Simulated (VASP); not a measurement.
# BAs (F-43m) in VASP: notebook

The runs below take BAs through single point, with PBEsol, HSE06.

Program: VASP 6.6.1. These are calculated values, not measurements. Logs are shortened: lines on timing, memory, paths and dates and some standing lists are left out, and cuts for length are marked.

## (1) The cell of the first run

The structure is cubic, space group F-43m (No. 216). The conventional cell has a = 4.784 Å, b = 4.784 Å, c = 4.784 Å, α = 90.00°, β = 90.00°, γ = 90.00°. Within 2.7 Å of B (site symmetry -43m) lie 4 As at 2.07 Å. Within 2.7 Å of As (site symmetry -43m) lie 4 B at 2.07 Å.

## (2) Single point, PBEsol

INCAR

```
SYSTEM = BAs
PREC     = Accurate       ! precision mode
ENCUT    = 520            ! plane-wave cutoff, eV
EDIFF    = 1E-6           ! SCF threshold, eV
ISMEAR   = 0              ! smearing method
SIGMA    = 0.01           ! smearing width, eV
LREAL    = .FALSE.        ! projectors in reciprocal space
LASPH    = .TRUE.         ! aspherical terms in the spheres
NELM     = 60             ! most SCF steps
ALGO     = Normal         ! electronic algorithm
ISIF     = 2              ! what is computed and relaxed
LWAVE    = .FALSE.        ! write WAVECAR
LCHARG   = .TRUE.         ! write CHGCAR
GGA      = PS             ! functional
LELF     = .TRUE.         ! ELF
LVHAR    = .TRUE.       
NBANDS   = 11             ! bands
```

KPOINTS

```
regular mesh
0
G
  6 6 6
  0 0 0
```

POSCAR

```
BAs
1.0
    0.0000000000      2.3918698977      2.3918698977
    2.3918698977      0.0000000000      2.3918698977
    2.3918698977      2.3918698977      0.0000000000
B As
1 1
Direct
    0.0000000000      0.0000000000      0.0000000000
    0.2500000000      0.2500000000      0.2500000000
```

Potentials or basis: VASP PAW PBE potentials, release 64 (B, As).

Command:

```console
$ cat potpaw_PBE.64/B/POTCAR potpaw_PBE.64/As/POTCAR > POTCAR
$ mpirun -np 1 vasp_std > vasp.out
```

OUTCAR:

```text
SYSTEM = BAs
   PREC = Accurate
   ENCUT = 520
   EDIFF = 1E-6
   ISMEAR = 0
   LREAL = .FALSE.
   LASPH = .TRUE.
   NELM = 60
   ISIF = 2
   GGA = PS

 ion  position               nearest neighbor table
   1  0.000  0.000  0.000-   2 2.07   2 2.07   2 2.07   2 2.07
   2  0.250  0.250  0.250-   1 2.07   1 2.07   1 2.07   1 2.07

  LATTYP: Found a face centered cubic cell.
 ALAT       =     4.7837397954

  Lattice vectors:

 A1 = (   0.0000000000,   2.3918698977,   2.3918698977)
 A2 = (   2.3918698977,   0.0000000000,   2.3918698977)
 A3 = (   2.3918698977,   2.3918698977,   0.0000000000)

Analysis of symmetry for initial positions (statically):
=====================================================================
 Subroutine PRICEL returns:
 Original cell was already a primitive cell.

 Routine SETGRP: Setting up the symmetry group for a
 face centered cubic supercell.

 Subroutine GETGRP returns: Found 24 space group operations
 (whereof 24 operations were pure point group operations)
 out of a pool of 48 trial point group operations.

The static configuration has the point symmetry T_d .

Analysis of symmetry for dynamics (positions and initial velocities):
=====================================================================
 Subroutine PRICEL returns:
 Original cell was already a primitive cell.

 Routine SETGRP: Setting up the symmetry group for a
 face centered cubic supercell.

 Subroutine GETGRP returns: Found 24 space group operations
 (whereof 24 operations were pure point group operations)
 out of a pool of 48 trial point group operations.

The dynamic configuration has the point symmetry T_d .

 Subroutine INISYM returns: Found 24 space group operations
 (whereof 24 operations are pure point group operations),
 and found     1 'primitive' translations

----------------------------------------------------------------------------------------

                                     Primitive cell

  volume of cell :      27.3680

  direct lattice vectors                    reciprocal lattice vectors
     0.000000000  2.391869898  2.391869898    -0.209041470  0.209041470  0.209041470
     2.391869898  0.000000000  2.391869898     0.209041470 -0.209041470  0.209041470
     2.391869898  2.391869898  0.000000000     0.209041470  0.209041470 -0.209041470

  length of vectors
     3.382614849  3.382614849  3.382614849     0.362070447  0.362070447  0.362070447

  position of ions in fractional coordinates (direct lattice)
     0.000000000  0.000000000  0.000000000
     0.250000000  0.250000000  0.250000000

  ion indices of the primitive-cell ions
   primitive index   ion index
                 1           1
                 2           2

----------------------------------------------------------------------------------------

 KPOINTS: regular mesh

Automatic generation of k-mesh.
 Grid dimensions read from file:
 generate k-points for:    6    6    6

 Generating k-lattice:

  Cartesian coordinates                     Fractional coordinates (reciprocal lattice)
    -0.034840245  0.034840245  0.034840245     0.166666667  0.000000000  0.000000000
     0.034840245 -0.034840245  0.034840245     0.000000000  0.166666667  0.000000000
     0.034840245  0.034840245 -0.034840245     0.000000000  0.000000000  0.166666667

  Length of vectors
     0.060345075  0.060345075  0.060345075

  Shift w.r.t. Gamma in fractional coordinates (k-lattice)
     0.000000000  0.000000000  0.000000000

 Subroutine IBZKPT returns following result:
 ===========================================

 Found     16 irreducible k-points:

 Following reciprocal coordinates:
            Coordinates               Weight
  0.000000  0.000000  0.000000      1.000000
  0.166667  0.000000  0.000000      8.000000
  0.333333  0.000000  0.000000      8.000000
  0.500000  0.000000  0.000000      4.000000
  0.166667  0.166667  0.000000      6.000000
  0.333333  0.166667  0.000000     24.000000
[... 8 lines left out ...]
 -0.333333  0.333333  0.166667     24.000000
 -0.333333  0.500000  0.166667     12.000000
   k-points           NKPTS =     16   k-points in BZ     NKDIM =     16   number of bands    NBANDS=     11
   number of dos      NEDOS =    301   number of ions     NIONS =      2
   total plane-waves  NPLWV =  21952
   dimension x,y,z NGX =    28 NGY =   28 NGZ =   28
   dimension x,y,z NGXF=    56 NGYF=   56 NGZF=   56
   ions per type =               1   1
   NGX,Y,Z   is equivalent  to a cutoff of  13.76, 13.76, 13.76 a.u.
   NGXF,Y,Z  is equivalent  to a cutoff of  27.52, 27.52, 27.52 a.u.
 SYSTEM =  BAs
   PREC   = accura    normal or accurate (medium, high low for compatibility)
   ISTART =      0    job   : 0-new  1-cont  2-samecut
   ICHARG =      2    charge: 1-file 2-atom 10-const
   ISPIN  =      1    spin polarized calculation?
   LNONCOLLINEAR =      F non collinear calculations
   LSORBIT =      F    spin-orbit coupling
   LASPH  =      T    aspherical Exc in radial PAW
   ENCUT  =  520.0 eV  38.22 Ry    6.18 a.u.   6.29  6.29  6.29*2*pi/ulx,y,z
   NELM   =     60;   NELMIN=  2; NELMDL= -5     # of ELM steps
   EDIFF  = 0.1E-05   stopping-criterion for ELM
   LREAL  =      F    real-space projection
   EDIFFG = 0.1E-04   stopping-criterion for IOM
   NSW    =      0    number of steps for IOM
   IBRION =     -1    ionic relax: 0-MD 1-quasi-New 2-CG
   NFREE  =      0    steps in history (QN), initial steepest desc. (CG)
   ISIF   =      2    stress and relaxation
   ISYM   =      2    0-nonsym 1-usesym 2-fastsym
   POTIM  = 0.5000    time-step for ionic-motion
   TEBEG  =    0.0;   TEEND  =   0.0 temperature during run
   PSTRESS=    0.0 pullay stress
   NELECT =       8.0000    total number of electrons
   NUPDOWN=      -1.0000    fix difference up-down
   EMIN   =  10.00;   EMAX   =-10.00  energy-range for DOS
   EFERMI =   0.00;   METHOD = LEGACY
   ISMEAR =     0;   SIGMA  =   0.01  broadening in eV -4-tet -1-fermi 0-gaus
   EFERMI_NEDOS =   21; number of points for ismear=-14 and -15
   IALGO  =     38    algorithm
   IMIX   =      4    mixing-type and parameters
     AMIX     =   0.40;   BMIX     =  1.00
     AMIX_MAG =   1.60;   BMIX_MAG =  1.00
  volume/ion in A,a.u.               =      13.68        92.34
  Fermi-wavevector in a.u.,A,eV,Ry     =   1.086486  2.053160 16.061008  1.180451
  Thomas-Fermi vector in A             =   2.222623
   LORBIT       =      0    0 simple, 1 ext, 2 COOP (PROOUT), +10 PAW based schemes
   GGA     = PS    functional components
   LHFCALC =     F    Hartree Fock is set to
   AEXX    =    0.0000 exact exchange contribution
   IVDW    =     0    specifies the selected vdW correction
   LEPSILON=     F    determine dielectric tensor
   LRPA    =     F    only Hartree local field effects (RPA)
 non-spin polarized calculation
 Gauss-broadening in eV      SIGMA  =   0.01
  energy-cutoff  :      520.00
  volume of cell :       27.37
 maximum number of plane-waves:       754
 NGX is ok and might be reduce to    28
   NGX = 13   NGY = 13   NGZ = 13

 number of electron       8.0000000 magnetization

 Free energy of the ion-electron system (eV)
  ---------------------------------------------------
  ext. energy  EPLUGINS =         0.00000000
  ---------------------------------------------------
  free energy    TOTEN  =       -12.18410807 eV

  energy without entropy =      -12.18410807  energy(sigma->0) =      -12.18410807

 E-fermi :   6.0895     XC(G=0): -10.7104

 val. band max:        6.0038954903   @ k =   0.0000   0.0000   0.0000
 cond. band min:       7.1871812977   @ k =   0.3333   0.3333   0.0000
 fundamental gap:      1.1832858075
 Fermi energy:         6.0894735725

 k-point     1 :       0.0000    0.0000    0.0000
  band No.  band energies     occupation
      1      -9.3967      2.00000
      2       6.0039      2.00000
      3       6.0039      2.00000
      4       6.0039      2.00000
      5       9.2357      0.00000
      6       9.2357      0.00000
      7       9.2357      0.00000
      8      10.6321      0.00000
      9      15.3267      0.00000
     10      18.9130      0.00000
     11      18.9130      0.00000

 k-point     2 :       0.1667    0.0000    0.0000
  band No.  band energies     occupation
      1      -8.9445      2.00000
      2       3.0333      2.00000
      3       5.3192      2.00000
      4       5.3192      2.00000
      5       9.2444      0.00000
      6      10.1239      0.00000
      7      10.1239      0.00000
      8      12.5925      0.00000
      9      16.7671      0.00000
     10      17.2006      0.00000
     11      17.2006      0.00000

 k-point     3 :       0.3333    0.0000    0.0000
  band No.  band energies     occupation
      1      -7.6798      2.00000
      2      -0.7523      2.00000
      3       4.4856      2.00000
      4       4.4856      2.00000
      5       8.8025      0.00000
      6      10.7775      0.00000
      7      10.7775      0.00000
      8      14.5641      0.00000
      9      17.2819      0.00000
     10      17.9349      0.00000
     11      17.9349      0.00000

 k-point     4 :       0.5000    0.0000    0.0000
  band No.  band energies     occupation
      1      -6.5271      2.00000
      2      -2.8002      2.00000
      3       4.1810      2.00000
      4       4.1810      2.00000
      5       8.6317      0.00000
      6      10.7219      0.00000
      7      10.7219      0.00000
      8      14.6985      0.00000
      9      18.5263      0.00000
     10      20.4673      0.00000
     11      20.4673      0.00000
[... 127 lines left out ...]
 k-point    14 :       0.5000    0.3333    0.1667
  band No.  band energies     occupation
      1      -6.6016      2.00000
      2      -0.7457      2.00000
      3       1.1040      2.00000
      4       2.7710      2.00000
      5       9.7127      0.00000
      6      11.0970      0.00000
      7      11.7928      0.00000
      8      14.9885      0.00000
      9      17.3462      0.00000
     10      19.6087      0.00000
     11      21.9343      0.00000

 k-point    15 :      -0.3333    0.3333    0.1667
  band No.  band energies     occupation
      1      -5.5771      2.00000
      2      -2.0363      2.00000
      3       0.5631      2.00000
      4       2.1176      2.00000
      5      10.2557      0.00000
      6      11.1585      0.00000
      7      13.3910      0.00000
      8      14.8054      0.00000
      9      16.1527      0.00000
     10      20.3600      0.00000
     11      22.1337      0.00000

 k-point    16 :      -0.3333    0.5000    0.1667
  band No.  band energies     occupation
      1      -5.1035      2.00000
      2      -2.1757      2.00000
      3       0.8211      2.00000
      4       1.0150      2.00000
      5       9.6979      0.00000
      6       9.8897      0.00000
      7      14.5870      0.00000
      8      14.7943      0.00000
      9      18.2240      0.00000
     10      21.5341      0.00000
     11      21.7266      0.00000

------------------------ aborting loop because EDIFF is reached ----------------------------------------

  FORCE on cell =-STRESS in cart. coord.  units (eV):
  Direction    XX          YY          ZZ          XY          YZ          ZX
  --------------------------------------------------------------------------------------
  -------------------------------------------------------------------------------------
  Total       -0.0851077     -0.0851077     -0.0851077      0.0000000     -0.0000000      0.0000000
  in kB       -4.9823796     -4.9823796     -4.9823796      0.0000000     -0.0000000      0.0000000
  external PRESSURE =      -4.9823796 kB  Pullay stress =       0.0000000 kB

 VOLUME and BASIS-vectors are now :
 -----------------------------------------------------------------------------
  energy-cutoff  :      520.00
  volume of cell :       27.37
      direct lattice vectors                 reciprocal lattice vectors
     0.000000000  2.391869898  2.391869898    -0.209041470  0.209041470  0.209041470
     2.391869898  0.000000000  2.391869898     0.209041470 -0.209041470  0.209041470
     2.391869898  2.391869898  0.000000000     0.209041470  0.209041470 -0.209041470

 POSITION                                       TOTAL-FORCE (eV/Angst)
 -----------------------------------------------------------------------------------
      0.00000      0.00000      0.00000        -0.000000     -0.000000     -0.000000
      1.19593      1.19593      1.19593         0.000000      0.000000      0.000000
 -----------------------------------------------------------------------------------
    total drift:                               -0.000000     -0.000000     -0.000000

  FREE ENERGIE OF THE ION-ELECTRON SYSTEM (eV)
  ---------------------------------------------------
  free  energy   TOTEN  =       -12.1841080668 eV

  energy  without entropy=      -12.1841080668  energy(sigma->0) =      -12.18410807
```

It took 12 s on 1 thread of Intel Xeon 8259CL, shared host; peak memory 0.16 GiB.

What came out:

| Quantity | Value |
| --- | --- |
| Free energy | -12.1841 eV |
| Pressure | -0.5 GPa |
| Band gap on the k mesh | 1.18 eV (least direct gap 3.23 eV) |

Caveat: the PAW data sets were made with another functional, which shifts forces and pressure a little. A k mesh can miss the band edges.

## (3) Single point, HSE06

POSCAR is that of step 2.

INCAR.step1

```
SYSTEM = BAs
ALGO     = Normal         ! electronic algorithm
EDIFF    = 1E-5           ! SCF threshold, eV
ENCUT    = 520            ! plane-wave cutoff, eV
GGA      = PE             ! functional
ISIF     = 2              ! what is computed and relaxed
ISMEAR   = 0              ! smearing method
LASPH    = .TRUE.         ! aspherical terms in the spheres
LCHARG   = .FALSE.        ! write CHGCAR
LREAL    = .FALSE.        ! projectors in reciprocal space
LWAVE    = .TRUE.         ! write WAVECAR
NBANDS   = 11             ! bands
NELM     = 80             ! most SCF steps
PREC     = Accurate       ! precision mode
SIGMA    = 0.01           ! smearing width, eV
```

INCAR.step2

```
SYSTEM = BAs
ALGO     = Normal         ! electronic algorithm
EDIFF    = 1E-7           ! SCF threshold, eV
ENCUT    = 520            ! plane-wave cutoff, eV
GGA      = PE             ! functional
HFSCREEN = 0.2079         ! screening, 1/A
ISIF     = 2              ! what is computed and relaxed
ISMEAR   = 0              ! smearing method
ISTART   = 1            
LASPH    = .TRUE.         ! aspherical terms in the spheres
LCHARG   = .FALSE.        ! write CHGCAR
LHFCALC  = .TRUE.         ! exact exchange
LREAL    = .FALSE.        ! projectors in reciprocal space
LWAVE    = .FALSE.        ! write WAVECAR
NBANDS   = 11             ! bands
NELM     = 80             ! most SCF steps
PREC     = Accurate       ! precision mode
PRECFOCK = Normal       
SIGMA    = 0.01           ! smearing width, eV
```

KPOINTS

```
k-points
0
G
  4 4 4
  0 0 0
```

Potentials or basis: VASP PAW PBE potentials, release 64 (B, As).

Command:

```console
$ cat potpaw_PBE.64/B/POTCAR potpaw_PBE.64/As/POTCAR > POTCAR
$ cp INCAR.step1 INCAR
$ mpirun -np 1 vasp_std > vasp.out
$ cp INCAR.step2 INCAR
$ mpirun -np 1 vasp_std > vasp.out
```

Wall time 3 min (1 thread of Intel Xeon 8259CL, shared host); peak memory 0.26 GiB.

It converged, with:

```
Free energy            : -13.0914 eV
Pressure               : -0.6 GPa
Band gap on the k mesh : 2.12 eV (least direct gap 4.14 eV)
```

Levels at points of the mesh, in eV from the valence-band top:
| k point | band 1 | band 2 | band 3 | band 4 | band 5 | band 6 | band 7 | band 8 |
| --- | --- | --- | --- | --- | --- | --- | --- | --- |
| (0.00, 0.00, 0.00) | -16.88 | 0.00 | 0.00 | 0.00 | 4.14 | 4.14 | 4.14 | 5.88 |
| (0.50, 0.00, 0.00) | -13.71 | -9.63 | -1.97 | -1.97 | 3.59 | 5.71 | 5.71 | 10.04 |
| (0.50, 0.50, 0.00) | -12.21 | -9.42 | -4.43 | -4.43 | 2.12 | 2.19 | 12.92 | 12.92 |

Caveat: the k points lie up to 0.57 Å⁻¹ apart; the PAW data sets were made with another functional, which shifts forces and pressure a little.
